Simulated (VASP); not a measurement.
# Be (P6/mmm) in VASP: notebook

The runs below take Be through single point, with PBEsol.

Everything below comes from runs of VASP 6.6.1. Logs are shortened: lines on timing, memory, paths and dates and some standing lists are left out, and cuts for length are marked.

## (1) The cell of the first run

Symmetry: P6/mmm, No. 191, hexagonal system. Conventional cell: a = 1.895 Å, b = 1.895 Å, c = 1.928 Å, α = 90.00°, β = 90.00°, γ = 120.00°. Be (site symmetry 6/mmm) has 8 Be at 1.90 to 1.93 Å within 2.5 Å.

## (2) Single point, PBEsol

Contents of INCAR:

```
SYSTEM = Be
PREC = Accurate ; ENCUT = 520
EDIFF = 1E-6 ; ISMEAR = -1
SIGMA = 0.1 ; LREAL = .False.
LASPH = .True. ; NELM = 60
ALGO = Normal ; ISIF = 2
LWAVE = .False. ; LCHARG = .False.
GGA = PS ; NBANDS = 7
```

Contents of KPOINTS:

```
regular mesh
0
Gamma
  23 23 21
  0 0 0
```

Contents of POSCAR:

```
Be
1.0
    1.8954654922      0.0000000000      0.0000000000
   -0.9477327461      1.6415212683      0.0000000000
    0.0000000000      0.0000000000      1.9276990927
Be
1
Direct
    0.0000000000      0.0000000000      0.0000000000
```

Potentials or basis: VASP PAW PBE potentials, release 64 (Be).

On the command line:

```
$ cat potpaw_PBE.64/Be/POTCAR > POTCAR
$ mpirun -np 1 vasp_std > vasp.out
```

OUTCAR:

```text
SYSTEM = Be
   PREC = Accurate
   ENCUT = 520
   EDIFF = 1E-6
   ISMEAR = -1
   LREAL = .False.
   LASPH = .True.
   NELM = 60
   ISIF = 2
   GGA = PS

 ion  position               nearest neighbor table
   1  0.000  0.000  0.000-

  LATTYP: Found a hexagonal cell.
 ALAT       =     1.8954654922
 C/A-ratio  =     1.0170056383

  Lattice vectors:

 A1 = (   1.8954654922,   0.0000000000,   0.0000000000)
 A2 = (  -0.9477327461,   1.6415212683,   0.0000000000)
 A3 = (   0.0000000000,   0.0000000000,   1.9276990927)

Analysis of symmetry for initial positions (statically):
=====================================================================
 Subroutine PRICEL returns:
 Original cell was already a primitive cell.

 Routine SETGRP: Setting up the symmetry group for a
 hexagonal supercell.

 Subroutine GETGRP returns: Found 24 space group operations
 (whereof 24 operations were pure point group operations)
 out of a pool of 24 trial point group operations.

The static configuration has the point symmetry D_6h.

Analysis of symmetry for dynamics (positions and initial velocities):
=====================================================================
 Subroutine PRICEL returns:
 Original cell was already a primitive cell.

 Routine SETGRP: Setting up the symmetry group for a
 hexagonal supercell.

 Subroutine GETGRP returns: Found 24 space group operations
 (whereof 24 operations were pure point group operations)
 out of a pool of 24 trial point group operations.

The dynamic configuration has the point symmetry D_6h.

 Subroutine INISYM returns: Found 24 space group operations
 (whereof 24 operations are pure point group operations),
 and found     1 'primitive' translations

----------------------------------------------------------------------------------------

                                     Primitive cell

  volume of cell :       5.9979

  direct lattice vectors                    reciprocal lattice vectors
     1.895465492  0.000000000  0.000000000     0.527574891  0.304595505  0.000000000
    -0.947732746  1.641521268  0.000000000     0.000000000  0.609191010  0.000000000
     0.000000000  0.000000000  1.927699093     0.000000000  0.000000000  0.518753162

  length of vectors
     1.895465492  1.895465492  1.927699093     0.609191010  0.609191010  0.518753162

  position of ions in fractional coordinates (direct lattice)
     0.000000000  0.000000000  0.000000000

  ion indices of the primitive-cell ions
   primitive index   ion index
                 1           1

----------------------------------------------------------------------------------------

 KPOINTS: regular mesh

Automatic generation of k-mesh.
 Grid dimensions read from file:
 generate k-points for:   23   23   21

 Generating k-lattice:

  Cartesian coordinates                     Fractional coordinates (reciprocal lattice)
     0.022938039  0.013243283  0.000000000     0.043478261  0.000000000  0.000000000
     0.000000000  0.026486566  0.000000000     0.000000000  0.043478261  0.000000000
     0.000000000  0.000000000  0.024702532     0.000000000  0.000000000  0.047619048

  Length of vectors
     0.026486566  0.026486566  0.024702532

  Shift w.r.t. Gamma in fractional coordinates (k-lattice)
     0.000000000  0.000000000  0.000000000

 Subroutine IBZKPT returns following result:
 ===========================================

 Found    616 irreducible k-points:

 Following reciprocal coordinates:
            Coordinates               Weight
  0.000000  0.000000  0.000000      1.000000
  0.043478  0.000000  0.000000      6.000000
  0.086957  0.000000  0.000000      6.000000
  0.130435  0.000000  0.000000      6.000000
  0.173913  0.000000  0.000000      6.000000
  0.217391  0.000000  0.000000      6.000000
[... 16 lines left out ...]
  0.478261  0.043478  0.000000      6.000000
  0.086957  0.086957  0.000000      6.000000
 [... further k-points ...]
   k-points           NKPTS =    616   k-points in BZ     NKDIM =    616   number of bands    NBANDS=      7
   number of dos      NEDOS =    301   number of ions     NIONS =      1
   total plane-waves  NPLWV =   2744
   dimension x,y,z NGX =    14 NGY =   14 NGZ =   14
   dimension x,y,z NGXF=    28 NGYF=   28 NGZF=   28
   ions per type =               1
   NGX,Y,Z   is equivalent  to a cutoff of  12.28, 12.28, 12.07 a.u.
   NGXF,Y,Z  is equivalent  to a cutoff of  24.56, 24.56, 24.15 a.u.
 SYSTEM =  Be
   PREC   = accura    normal or accurate (medium, high low for compatibility)
   ISTART =      0    job   : 0-new  1-cont  2-samecut
   ICHARG =      2    charge: 1-file 2-atom 10-const
   ISPIN  =      1    spin polarized calculation?
   LNONCOLLINEAR =      F non collinear calculations
   LSORBIT =      F    spin-orbit coupling
   LASPH  =      T    aspherical Exc in radial PAW
   ENCUT  =  520.0 eV  38.22 Ry    6.18 a.u.   3.52  3.52  3.58*2*pi/ulx,y,z
   NELM   =     60;   NELMIN=  2; NELMDL= -5     # of ELM steps
   EDIFF  = 0.1E-05   stopping-criterion for ELM
   LREAL  =      F    real-space projection
   EDIFFG = 0.1E-04   stopping-criterion for IOM
   NSW    =      0    number of steps for IOM
   IBRION =     -1    ionic relax: 0-MD 1-quasi-New 2-CG
   NFREE  =      0    steps in history (QN), initial steepest desc. (CG)
   ISIF   =      2    stress and relaxation
   ISYM   =      2    0-nonsym 1-usesym 2-fastsym
   POTIM  = 0.5000    time-step for ionic-motion
   TEBEG  =    0.0;   TEEND  =   0.0 temperature during run
   PSTRESS=    0.0 pullay stress
   NELECT =       2.0000    total number of electrons
   NUPDOWN=      -1.0000    fix difference up-down
   EMIN   =  10.00;   EMAX   =-10.00  energy-range for DOS
   EFERMI =   0.00;   METHOD = LEGACY
   ISMEAR =    -1;   SIGMA  =   0.10  broadening in eV -4-tet -1-fermi 0-gaus
   EFERMI_NEDOS =   21; number of points for ismear=-14 and -15
   IALGO  =     38    algorithm
   IMIX   =      4    mixing-type and parameters
     AMIX     =   0.40;   BMIX     =  1.00
     AMIX_MAG =   1.60;   BMIX_MAG =  1.00
  volume/ion in A,a.u.               =       6.00        40.48
  Fermi-wavevector in a.u.,A,eV,Ry     =   1.135231  2.145276 17.534504  1.288750
  Thomas-Fermi vector in A             =   2.271936
   LORBIT       =      0    0 simple, 1 ext, 2 COOP (PROOUT), +10 PAW based schemes
   GGA     = PS    functional components
   LHFCALC =     F    Hartree Fock is set to
   AEXX    =    0.0000 exact exchange contribution
   IVDW    =     0    specifies the selected vdW correction
   LEPSILON=     F    determine dielectric tensor
   LRPA    =     F    only Hartree local field effects (RPA)
 non-spin polarized calculation
  energy-cutoff  :      520.00
  volume of cell :        6.00
 maximum number of plane-waves:       181
 NGX is ok and might be reduce to    14
   NGX =  7   NGY =  7   NGZ =  7

 number of electron       2.0000000 magnetization

 Free energy of the ion-electron system (eV)
  ---------------------------------------------------
  ext. energy  EPLUGINS =         0.00000000
  ---------------------------------------------------
  free energy    TOTEN  =        -2.83563280 eV

  energy without entropy =       -2.82942332  energy(sigma->0) =       -2.83252806

 E-fermi :   9.6873     XC(G=0): -11.5357

 val. band max:        9.6827677476   @ k =   0.0000   0.0000   0.3810
 cond. band min:       9.6890344423   @ k =   0.2609   0.1304   0.4762
 fundamental gap:      0.0062666946
 Fermi energy:         9.6873171440

 k-point     1 :       0.0000    0.0000    0.0000
  band No.  band energies     occupation
      1      -3.3044      2.00000
      2      25.4168      0.00000
      3      33.7287      0.00000
      4      35.1373      0.00000
      5      35.1373      0.00000
      6      46.7885      0.00000
      7      46.7885      0.00000

 k-point     2 :       0.0435    0.0000    0.0000
  band No.  band energies     occupation
      1      -3.2355      2.00000
      2      25.5107      0.00000
      3      32.7342      0.00000
      4      34.7640      0.00000
      5      35.7823      0.00000
      6      44.9216      0.00000
      7      47.3609      0.00000

 k-point     3 :       0.0870    0.0000    0.0000
  band No.  band energies     occupation
      1      -3.0287      2.00000
      2      25.7914      0.00000
      3      30.9540      0.00000
      4      33.8215      0.00000
      5      36.3212      0.00000
      6      43.2542      0.00000
      7      48.8990      0.00000

 k-point     4 :       0.1304    0.0000    0.0000
  band No.  band energies     occupation
      1      -2.6845      2.00000
      2      26.2565      0.00000
      3      28.7657      0.00000
      4      32.6174      0.00000
      5      36.1567      0.00000
      6      42.9497      0.00000
      7      51.0890      0.00000

 k-point     5 :       0.1739    0.0000    0.0000
  band No.  band energies     occupation
      1      -2.2040      2.00000
      2      26.2837      0.00000
      3      26.9008      0.00000
      4      31.3634      0.00000
      5      35.6190      0.00000
      6      43.6033      0.00000
      7      53.7057      0.00000
[... 161 lines left out ...]
 k-point    22 :       0.4348    0.0435    0.0000
  band No.  band energies     occupation
      1       3.2774      2.00000
      2      12.0789      0.00000
      3      25.6709      0.00000
      4      33.7028      0.00000
      5      36.3075      0.00000
      6      44.2794      0.00000
      7      46.3124      0.00000

 k-point    23 :       0.4783    0.0435    0.0000
  band No.  band energies     occupation
      1       3.6028      2.00000
      2      11.5773      0.00000
      3      25.5845      0.00000
      4      34.0541      0.00000
      5      36.3849      0.00000
      6      44.1065      0.00000
      7      45.7742      0.00000

 k-point    24 :       0.0870    0.0870    0.0000
  band No.  band energies     occupation
      1      -2.4778      2.00000
      2      26.5337      0.00000
      3      28.4627      0.00000
      4      30.1131      0.00000
      5      37.8504      0.00000
      6      42.3445      0.00000
      7      51.9801      0.00000

 [... further k-points ...]
[... 5 lines left out ...]
  --------------------------------------------------------------------------------------
  -------------------------------------------------------------------------------------
  Total        3.0289052      3.0289052      3.0139838      0.0000000     -0.0000000      0.0000000
  in kB      809.0858710    809.0858711    805.1000571      0.0000000     -0.0000000      0.0000000
  external PRESSURE =     807.7572664 kB  Pullay stress =       0.0000000 kB

 VOLUME and BASIS-vectors are now :
 -----------------------------------------------------------------------------
  energy-cutoff  :      520.00
  volume of cell :        6.00
      direct lattice vectors                 reciprocal lattice vectors
     1.895465492  0.000000000  0.000000000     0.527574891  0.304595505  0.000000000
    -0.947732746  1.641521268  0.000000000     0.000000000  0.609191010  0.000000000
     0.000000000  0.000000000  1.927699093     0.000000000  0.000000000  0.518753162

 POSITION                                       TOTAL-FORCE (eV/Angst)
 -----------------------------------------------------------------------------------
      0.00000      0.00000      0.00000         0.000000      0.000000      0.000000
 -----------------------------------------------------------------------------------
    total drift:                                0.000000     -0.000000      0.000000

  FREE ENERGIE OF THE ION-ELECTRON SYSTEM (eV)
  ---------------------------------------------------
  free  energy   TOTEN  =        -2.8356327986 eV

  energy  without entropy=       -2.8294233241  energy(sigma->0) =       -2.83252806
```

It took 8.1 s on 1 thread of Intel Xeon 6975P-C, shared host; peak memory 0.13 GiB.

Results:

```yaml
Free_energy: -2.8356 eV
Pressure: 80.8 GPa
Band_gap_on_the_k_mesh: zero (band 1 reaches 13.77 eV, above the bottom of band 2 at 7.65 eV)
```

Caveat: the PAW data sets were made with another functional, which shifts forces and pressure a little.

## (3) Single point, PBEsol

Contents of INCAR:

```
SYSTEM = Be
ALGO = Normal
EDIFF = 1E-6
ENCUT = 520
GGA = PS
ISIF = 2
ISMEAR = -1
LASPH = .TRUE.
LCHARG = .TRUE.
LELF = .TRUE.
LREAL = .FALSE.
LVHAR = .TRUE.
LWAVE = .FALSE.
NBANDS = 7
NELM = 80
PREC = Accurate
SIGMA = 0.1
```

Contents of KPOINTS:

```
k-points
0
G
  23 23 21
  0 0 0
```

Contents of POSCAR:

```
Be
1.0
    1.8947617092      0.0000000000      0.0000000000
   -0.9473808546      1.6409117743      0.0000000000
    0.0000000000      0.0000000000      1.9271450508
Be
1
Direct
    0.0000000000      0.0000000000      0.0000000000
```

Potentials or basis: VASP PAW PBE potentials, release 64 (Be).

On the command line:

```
$ cat potpaw_PBE.64/Be/POTCAR > POTCAR
$ mpirun -np 1 vasp_std > vasp.out
```

It took 8.2 s on 1 thread of Intel Xeon 6975P-C, shared host; peak memory 0.13 GiB.

Results (log left out):

- Free energy: -2.8325 eV
- Pressure: 81.1 GPa
- Band gap on the k mesh: zero (band 1 reaches 13.79 eV, above the bottom of band 2 at 7.67 eV)

Stress tensor (GPa, compression positive):
```
81.32  0.00  0.00
 0.00 81.32  0.00
 0.00  0.00 80.71
```

Levels at points of the mesh, in eV from the Fermi level:
```tsv
k point	band 1	band 2	band 3	band 4
(0.00, 0.00, 0.00)	-13.00	15.74	24.05	25.47
```

Caveat: the PAW data sets were made with another functional, which shifts forces and pressure a little.
